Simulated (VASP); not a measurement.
# TaN (Fm-3m) in VASP: a series of runs

The runs below take TaN through vibrations by perturbation theory, with LDA.

All numbers are computed with VASP 6.6.1; they aren't measurements. Logs are shortened: lines on timing, memory, paths and dates and some standing lists are left out, and cuts for length are marked.

**1. The cell of the first run**

Symmetry: Fm-3m, No. 225, cubic system. The conventional cell has a = 4.342 Å, b = 4.342 Å, c = 4.342 Å, α = 90.00°, β = 90.00°, γ = 90.00°. Ta (site symmetry m-3m) has 6 N at 2.17 Å within 2.9 Å. N (site symmetry m-3m) has 6 Ta at 2.17 Å within 2.9 Å.

**2. Vibrations by perturbation theory, LDA**

The input, INCAR:

```
PREC = Accurate ; ENCUT = 520
EDIFF = 1E-8 ; ISMEAR = -1
SIGMA = 0.15 ; LREAL = F
LASPH = T ; NELM = 80
ALGO = Normal ; ISIF = 2
LWAVE = F ; LCHARG = F
NBANDS = 15 ; IBRION = 8
NSW = 1
```

The input, KPOINTS:

```
Automatic mesh
0
Gamma
  16 16 16
```

The input, POSCAR:

```
TaN
1.0
    0.0000000000      2.1708986267      2.1708986267
    2.1708986267      0.0000000000      2.1708986267
    2.1708986267      2.1708986267      0.0000000000
Ta N
1 1
Direct
    0.5000000000      0.5000000000      0.5000000000
    0.0000000000      0.0000000000      0.0000000000
```

Potentials or basis: VASP PAW LDA potentials, release 64 (Ta_pv, N).

Launch:

```console
$ cat potpaw_LDA.64/Ta_pv/POTCAR potpaw_LDA.64/N/POTCAR > POTCAR
$ mpirun -np 1 vasp_std > vasp.out
```

OUTCAR:

```text
PREC = Accurate
   ENCUT = 520
   EDIFF = 1E-8
   ISMEAR = -1
   LREAL = F
   LASPH = T
   NELM = 80
   ISIF = 2
   IBRION = 8
   NSW = 1

 ion  position               nearest neighbor table
   1  0.500  0.500  0.500-   2 2.17   2 2.17   2 2.17   2 2.17   2 2.17   2 2.17
   2  0.000  0.000  0.000-   1 2.17   1 2.17   1 2.17   1 2.17   1 2.17   1 2.17

  LATTYP: Found a face centered cubic cell.
 ALAT       =     4.3417972534

  Lattice vectors:

 A1 = (   0.0000000000,   2.1708986267,   2.1708986267)
 A2 = (   2.1708986267,   0.0000000000,   2.1708986267)
 A3 = (   2.1708986267,   2.1708986267,   0.0000000000)

Analysis of symmetry for initial positions (statically):
=====================================================================
 Subroutine PRICEL returns:
 Original cell was already a primitive cell.

 Routine SETGRP: Setting up the symmetry group for a
 face centered cubic supercell.

 Subroutine GETGRP returns: Found 48 space group operations
 (whereof 48 operations were pure point group operations)
 out of a pool of 48 trial point group operations.

The static configuration has the point symmetry O_h .

Analysis of symmetry for dynamics (positions and initial velocities):
=====================================================================
 Subroutine PRICEL returns:
 Original cell was already a primitive cell.

 Routine SETGRP: Setting up the symmetry group for a
 face centered cubic supercell.

 Subroutine GETGRP returns: Found 48 space group operations
 (whereof 48 operations were pure point group operations)
 out of a pool of 48 trial point group operations.

The dynamic configuration has the point symmetry O_h .

 Subroutine INISYM returns: Found 48 space group operations
 (whereof 48 operations are pure point group operations),
 and found     1 'primitive' translations

----------------------------------------------------------------------------------------

                                     Primitive cell

  volume of cell :      20.4620

  direct lattice vectors                    reciprocal lattice vectors
     0.000000000  2.170898627  2.170898627    -0.230319368  0.230319368  0.230319368
     2.170898627  0.000000000  2.170898627     0.230319368 -0.230319368  0.230319368
     2.170898627  2.170898627  0.000000000     0.230319368  0.230319368 -0.230319368

  length of vectors
     3.070114280  3.070114280  3.070114280     0.398924848  0.398924848  0.398924848

  position of ions in fractional coordinates (direct lattice)
     0.500000000  0.500000000  0.500000000
     0.000000000  0.000000000  0.000000000

  ion indices of the primitive-cell ions
   primitive index   ion index
                 1           1
                 2           2

----------------------------------------------------------------------------------------

 KPOINTS: Automatic mesh

Automatic generation of k-mesh.
 Grid dimensions read from file:
 generate k-points for:   16   16   16

 Generating k-lattice:

  Cartesian coordinates                     Fractional coordinates (reciprocal lattice)
    -0.014394961  0.014394961  0.014394961     0.062500000  0.000000000  0.000000000
     0.014394961 -0.014394961  0.014394961     0.000000000  0.062500000  0.000000000
     0.014394961  0.014394961 -0.014394961     0.000000000  0.000000000  0.062500000

  Length of vectors
     0.024932803  0.024932803  0.024932803

  Shift w.r.t. Gamma in fractional coordinates (k-lattice)
     0.000000000  0.000000000  0.000000000

 Subroutine IBZKPT returns following result:
 ===========================================

 Found    145 irreducible k-points:

 Following reciprocal coordinates:
            Coordinates               Weight
  0.000000  0.000000  0.000000      1.000000
  0.062500  0.000000  0.000000      8.000000
  0.125000  0.000000  0.000000      8.000000
  0.187500  0.000000  0.000000      8.000000
  0.250000  0.000000  0.000000      8.000000
  0.312500  0.000000  0.000000      8.000000
[... 16 lines left out ...]
 -0.125000  0.062500  0.000000     24.000000
 -0.062500  0.062500  0.000000     12.000000
 [... further k-points ...]
   k-points           NKPTS =    145   k-points in BZ     NKDIM =    145   number of bands    NBANDS=     15
   number of dos      NEDOS =    301   number of ions     NIONS =      2
   total plane-waves  NPLWV =  13824
   dimension x,y,z NGX =    24 NGY =   24 NGZ =   24
   dimension x,y,z NGXF=    48 NGYF=   48 NGZF=   48
   ions per type =               1   1
   NGX,Y,Z   is equivalent  to a cutoff of  13.00, 13.00, 13.00 a.u.
   NGXF,Y,Z  is equivalent  to a cutoff of  25.99, 25.99, 25.99 a.u.
 SYSTEM =  unknown system
   PREC   = accura    normal or accurate (medium, high low for compatibility)
   ISTART =      0    job   : 0-new  1-cont  2-samecut
   ICHARG =      2    charge: 1-file 2-atom 10-const
   ISPIN  =      1    spin polarized calculation?
   LNONCOLLINEAR =      F non collinear calculations
   LSORBIT =      F    spin-orbit coupling
   LASPH  =      T    aspherical Exc in radial PAW
   ENCUT  =  520.0 eV  38.22 Ry    6.18 a.u.   5.71  5.71  5.71*2*pi/ulx,y,z
   NELM   =     80;   NELMIN=  2; NELMDL= -5     # of ELM steps
   EDIFF  = 0.1E-07   stopping-criterion for ELM
   LREAL  =      F    real-space projection
   EDIFFG = 0.1E-06   stopping-criterion for IOM
   NSW    =      1    number of steps for IOM
   IBRION =      8    ionic relax: 0-MD 1-quasi-New 2-CG
   NFREE  =      0    steps in history (QN), initial steepest desc. (CG)
   ISIF   =      2    stress and relaxation
   ISYM   =      2    0-nonsym 1-usesym 2-fastsym
   POTIM  = 0.5000    time-step for ionic-motion
   TEBEG  =    0.0;   TEEND  =   0.0 temperature during run
   PSTRESS=    0.0 pullay stress
   NELECT =      16.0000    total number of electrons
   NUPDOWN=      -1.0000    fix difference up-down
   EMIN   =  10.00;   EMAX   =-10.00  energy-range for DOS
   EFERMI =   0.00;   METHOD = LEGACY
   ISMEAR =    -1;   SIGMA  =   0.15  broadening in eV -4-tet -1-fermi 0-gaus
   EFERMI_NEDOS =   21; number of points for ismear=-14 and -15
   IALGO  =     38    algorithm
   IMIX   =      4    mixing-type and parameters
     AMIX     =   0.40;   BMIX     =  1.00
     AMIX_MAG =   1.60;   BMIX_MAG =  1.00
  volume/ion in A,a.u.               =      10.23        69.04
  Fermi-wavevector in a.u.,A,eV,Ry     =   1.508222  2.850126 30.949631  2.274734
  Thomas-Fermi vector in A             =   2.618705
   LORBIT       =      0    0 simple, 1 ext, 2 COOP (PROOUT), +10 PAW based schemes
   GGA     = CA    functional components
   LHFCALC =     F    Hartree Fock is set to
   AEXX    =    0.0000 exact exchange contribution
   IVDW    =     0    specifies the selected vdW correction
   LEPSILON=     F    determine dielectric tensor
   LRPA    =     F    only Hartree local field effects (RPA)
 non-spin polarized calculation
  energy-cutoff  :      520.00
  volume of cell :       20.46
 maximum number of plane-waves:       568
   NGX = 11   NGY = 11   NGZ = 11

--------------------------------------- Ionic step        1  -------------------------------------------

 number of electron      16.0000000 magnetization

 Free energy of the ion-electron system (eV)
  ---------------------------------------------------
  ext. energy  EPLUGINS =         0.00000000
  ---------------------------------------------------
  free energy    TOTEN  =       -24.17519707 eV

  energy without entropy =      -24.11580582  energy(sigma->0) =      -24.14550145

 E-fermi :   9.8386     XC(G=0): -13.8708

 val. band max:        9.8257184052   @ k =  -0.3125   0.3750   0.1875
 cond. band min:       9.8443226399   @ k =  -0.3125   0.3125   0.1250
 fundamental gap:      0.0186042347
 Fermi energy:         9.8386153629

 k-point     1 :       0.0000    0.0000    0.0000
  band No.  band energies     occupation
      1     -25.6367      2.00000
      2     -25.6367      2.00000
      3     -25.6367      2.00000
      4      -9.0781      2.00000
      5       5.9679      2.00000
      6       5.9679      2.00000
      7       5.9679      2.00000
      8       7.6056      2.00000
      9       7.6056      2.00000
     10       7.6056      2.00000
     11       9.8544      0.94759
     12       9.8544      0.94758
     13      11.9173      0.00000
     14      19.3438      0.00000
[... 401 lines left out ...]
      2     -25.6628      2.00000
      3     -25.6390      2.00000
      4      -8.8044      2.00000
      5       4.7245      2.00000
      6       5.0106      2.00000
      7       5.3792      2.00000
      8       7.7883      2.00000
      9       8.0399      1.99999
     10       8.3561      1.99990
     11      10.3380      0.06917
     12      11.2234      0.00020
     13      12.6728      0.00000
     14      20.1464      0.00000
     15      21.3394      0.00000

 [... further k-points ...]

------------------------ aborting loop because EDIFF is reached ----------------------------------------

  FORCE on cell =-STRESS in cart. coord.  units (eV):
  Direction    XX          YY          ZZ          XY          YZ          ZX
  --------------------------------------------------------------------------------------
  -------------------------------------------------------------------------------------
  Total        0.5234086      0.5234086      0.5234086      0.0000000      0.0000000      0.0000000
  in kB       40.9829089     40.9829089     40.9829089      0.0000000      0.0000000      0.0000000
  external PRESSURE =      40.9829089 kB  Pullay stress =       0.0000000 kB

 VOLUME and BASIS-vectors are now :
 -----------------------------------------------------------------------------
  energy-cutoff  :      520.00
  volume of cell :       20.46
      direct lattice vectors                 reciprocal lattice vectors
     0.000000000  2.170898627  2.170898627    -0.230319368  0.230319368  0.230319368
     2.170898627  0.000000000  2.170898627     0.230319368 -0.230319368  0.230319368
     2.170898627  2.170898627  0.000000000     0.230319368  0.230319368 -0.230319368

 POSITION                                       TOTAL-FORCE (eV/Angst)
 -----------------------------------------------------------------------------------
      2.17090      2.17090      2.17090        -0.000000      0.000000      0.000000
      0.00000      0.00000      0.00000         0.000000     -0.000000     -0.000000
 -----------------------------------------------------------------------------------
    total drift:                                0.000000     -0.000000     -0.000000

  FREE ENERGIE OF THE ION-ELECTRON SYSTEM (eV)
  ---------------------------------------------------
  free  energy   TOTEN  =       -24.1751970714 eV

  energy  without entropy=      -24.1158058234  energy(sigma->0) =      -24.14550145

[... ionic steps 2 to 3 ...]

--------------------------------------- Ionic step        4  -------------------------------------------

------------------------ aborting loop because EDIFF is reached ----------------------------------------

[... ionic steps 5 to 6 ...]

--------------------------------------- Ionic step        7  -------------------------------------------

 Free energy of the ion-electron system (eV)
  ---------------------------------------------------
  ---------------------------------------------------
  free energy    TOTEN  =        -0.23150034 eV

  energy without entropy =       -0.23150034

------------------------ aborting loop because EDIFF is reached ----------------------------------------

 INTERNAL STRAIN TENSOR  FOR ION    2  DIRECTION 1   (eV/Angst):
 -----------------------------------------------------------------------------
     0.04190 -0.00000  0.00000
    -0.00000 -0.01929  0.00000
     0.00000  0.00000 -0.01929

 INTERNAL STRAIN TENSOR FOR ION    2 for displacements in x,y,z  (eV/Angst):
          X           Y           Z          XY          YZ          ZX
  --------------------------------------------------------------------------------
  x     0.00000     0.00000     0.00000     0.00000     0.00000     0.00000
  y     0.00000     0.00000     0.00000     0.00000     0.00000     0.00000
  z     0.00000     0.00000     0.00000     0.00000     0.00000     0.00000

 SECOND DERIVATIVES (NOT SYMMETRIZED)
 ------------------------------------
               1X          1Y          1Z          2X          2Y          2Z
  1X    -9.047636    0.000000    0.000000    9.047636    0.000000    0.000000
  1Y     0.000000   -9.047636    0.000000    0.000000    9.047636    0.000000
  1Z     0.000000    0.000000   -9.047636    0.000000    0.000000    9.047636
  2X     9.050792    0.000000    0.000000   -9.050792    0.000000    0.000000
  2Y     0.000000    9.050792    0.000000    0.000000   -9.050792    0.000000
  2Z     0.000000    0.000000    9.050792    0.000000    0.000000   -9.050792

 Eigenvectors and eigenvalues of the dynamical matrix
 ----------------------------------------------------

   1 f  =   13.046459 THz    81.973321 2PiTHz  435.183040 cm-1    53.955796 meV
             X         Y         Z           dx          dy          dz
      2.170899  2.170899  2.170899     0.267947    0.000000    0.000000
      0.000000  0.000000  0.000000    -0.963434    0.000000   -0.000000
[... 21 lines left out ...]
   6 f/i=    0.000587 THz     0.003690 2PiTHz    0.019591 cm-1     0.002429 meV
             X         Y         Z           dx          dy          dz
      2.170899  2.170899  2.170899     0.820324    0.053264    0.502429
      0.000000  0.000000  0.000000     0.228146    0.014814    0.139734

--------------------------------------------------------------------------------------------------------

 ELASTIC MODULI CONTR FROM IONIC RELAXATION (kBar)
 Direction    XX          YY          ZZ          XY          YZ          ZX
 --------------------------------------------------------------------------------
 XX           0.0000      0.0000      0.0000      0.0000      0.0000      0.0000
 YY           0.0000      0.0000      0.0000      0.0000      0.0000      0.0000
 ZZ           0.0000      0.0000      0.0000      0.0000      0.0000      0.0000
 XY           0.0000      0.0000      0.0000      0.0000      0.0000      0.0000
 YZ           0.0000      0.0000      0.0000      0.0000      0.0000      0.0000
 ZX           0.0000      0.0000      0.0000      0.0000      0.0000      0.0000
 --------------------------------------------------------------------------------
```

It took 2.2 min on 1 thread of Intel Xeon Platinum 8559C (Emerald Rapids), shared host; peak memory 0.37 GiB.

What came out:

```
Highest phonon frequency at Γ : 435 cm⁻¹
```

Phonon frequencies in cm⁻¹ (negative: imaginary):
```
              q point        frequencies
(0.000, 0.000, 0.000)  0 0 0 435 435 435
```

Caveat: the cell stands under pressure or tension, which shifts response properties; spin-orbit coupling is left out, which moves the levels of the heavy elements.

**3. Vibrations by perturbation theory, LDA**

This run uses another cell than the first one, of 10.37 Å³/atom.

The input, INCAR:

```
PREC = Accurate
ENCUT = 520
EDIFF = 1E-8
ISMEAR = -1
SIGMA = 0.15
LREAL = False
LASPH = True
NELM = 60
ALGO = Normal
ISIF = 2
LWAVE = False
LCHARG = False
NBANDS = 15
IBRION = 8
NSW = 1
```

The input, KPOINTS:

```
regular mesh
0
Gamma
  16 16 16
```

The input, POSCAR:

```
TaN
1.0
    0.0000000000      2.1806416891      2.1806416891
    2.1806416891      0.0000000000      2.1806416891
    2.1806416891      2.1806416891      0.0000000000
Ta N
1 1
Direct
    0.5000000000      0.5000000000      0.5000000000
    0.0000000000      0.0000000000      0.0000000000
```

Potentials or basis: VASP PAW LDA potentials, release 64 (Ta_pv, N).

Launch:

```console
$ cat potpaw_LDA.64/Ta_pv/POTCAR potpaw_LDA.64/N/POTCAR > POTCAR
$ mpirun -np 1 vasp_std > vasp.out
```

OUTCAR:

```text
PREC = Accurate
   ENCUT = 520
   EDIFF = 1E-8
   ISMEAR = -1
   LREAL = False
   LASPH = True
   NELM = 60
   ISIF = 2
   IBRION = 8
   NSW = 1

 ion  position               nearest neighbor table
   1  0.500  0.500  0.500-   2 2.18   2 2.18   2 2.18   2 2.18   2 2.18   2 2.18
   2  0.000  0.000  0.000-   1 2.18   1 2.18   1 2.18   1 2.18   1 2.18   1 2.18

  LATTYP: Found a face centered cubic cell.
 ALAT       =     4.3612833782

  Lattice vectors:

 A1 = (   0.0000000000,   2.1806416891,   2.1806416891)
 A2 = (   2.1806416891,   0.0000000000,   2.1806416891)
 A3 = (   2.1806416891,   2.1806416891,   0.0000000000)

Analysis of symmetry for initial positions (statically):
=====================================================================
 Subroutine PRICEL returns:
 Original cell was already a primitive cell.

 Routine SETGRP: Setting up the symmetry group for a
 face centered cubic supercell.

 Subroutine GETGRP returns: Found 48 space group operations
[... 659 lines left out ...]
 -----------------------------------------------------------------------------
     0.04856 -0.00000  0.00000
    -0.00000 -0.02244  0.00000
     0.00000  0.00000 -0.02244

 INTERNAL STRAIN TENSOR FOR ION    2 for displacements in x,y,z  (eV/Angst):
          X           Y           Z          XY          YZ          ZX
  --------------------------------------------------------------------------------
  x     0.00000     0.00000     0.00000     0.00000     0.00000     0.00000
  y     0.00000     0.00000     0.00000     0.00000     0.00000     0.00000
  z     0.00000     0.00000     0.00000     0.00000     0.00000     0.00000

 SECOND DERIVATIVES (NOT SYMMETRIZED)
 ------------------------------------
               1X          1Y          1Z          2X          2Y          2Z
  1X    -8.327608    0.000000    0.000000    8.327608    0.000000    0.000000
  1Y     0.000000   -8.327608    0.000000    0.000000    8.327608    0.000000
  1Z     0.000000    0.000000   -8.327608    0.000000    0.000000    8.327608
  2X     8.335025    0.000000    0.000000   -8.335025    0.000000    0.000000
  2Y     0.000000    8.335025    0.000000    0.000000   -8.335025    0.000000
  2Z     0.000000    0.000000    8.335025    0.000000    0.000000   -8.335025

 Eigenvectors and eigenvalues of the dynamical matrix
 ----------------------------------------------------

   1 f  =   12.519713 THz    78.663679 2PiTHz  417.612685 cm-1    51.777351 meV
             X         Y         Z           dx          dy          dz
      2.180642  2.180642  2.180642     0.264322   -0.043513   -0.000000
      0.000000  0.000000  0.000000    -0.950657    0.156497    0.000000
[... 21 lines left out ...]
   6 f/i=    0.001438 THz     0.009037 2PiTHz    0.047975 cm-1     0.005948 meV
             X         Y         Z           dx          dy          dz
      2.180642  2.180642  2.180642     0.019877    0.184905   -0.945334
      0.000000  0.000000  0.000000     0.005527    0.051411   -0.262842

--------------------------------------------------------------------------------------------------------

 ELASTIC MODULI CONTR FROM IONIC RELAXATION (kBar)
 Direction    XX          YY          ZZ          XY          YZ          ZX
 --------------------------------------------------------------------------------
 XX           0.0000      0.0000      0.0000      0.0000      0.0000      0.0000
 YY           0.0000      0.0000      0.0000      0.0000      0.0000      0.0000
 ZZ           0.0000      0.0000      0.0000      0.0000      0.0000      0.0000
 XY           0.0000      0.0000      0.0000      0.0000      0.0000      0.0000
 YZ           0.0000      0.0000      0.0000      0.0000      0.0000      0.0000
 ZX           0.0000      0.0000      0.0000      0.0000      0.0000      0.0000
 --------------------------------------------------------------------------------
```

stdout:

```text
POSCAR found type information on POSCAR TaN
 POSCAR found :  2 types and       2 ions
 scaLAPACK will be used
 LDA part: xc-table for (Slater(with rela. corr.)+CA(PZ))
 , standard interpolation
 POSCAR, INCAR and KPOINTS ok, starting setup
 FFT: planning ... GRIDC
 FFT: planning ... GRID_SOFT
 FFT: planning ... GRID
 WAVECAR not read
 entering main loop
 Linear response reoptimize wavefunctions to high precision
 Linear response DOF=           2
 Linear response progress:
 first order change of Fermi-energy   0.34155E-03
 force on displaced ion       1 direction 1 :  -8.328   0.000   0.000
 Linear response progress:
 first order change of Fermi-energy  -0.86493E-04
 force on displaced ion       2 direction 1 :  -8.335   0.000   0.000
 Linear response finished
```

It took 92 s on 1 thread of Intel Xeon 6975P-C (Granite Rapids), shared host; peak memory 0.37 GiB.

What came out:

```
Highest phonon frequency at Γ : 418 cm⁻¹
```

Phonon frequencies in cm⁻¹ (negative: imaginary):
```
              q point        frequencies
(0.000, 0.000, 0.000)  0 0 0 418 418 418
```

Caveat: the cell stands under pressure or tension, which shifts response properties; spin-orbit coupling is left out, which moves the levels of the heavy elements.

(Part 1 of 2 ends here.)
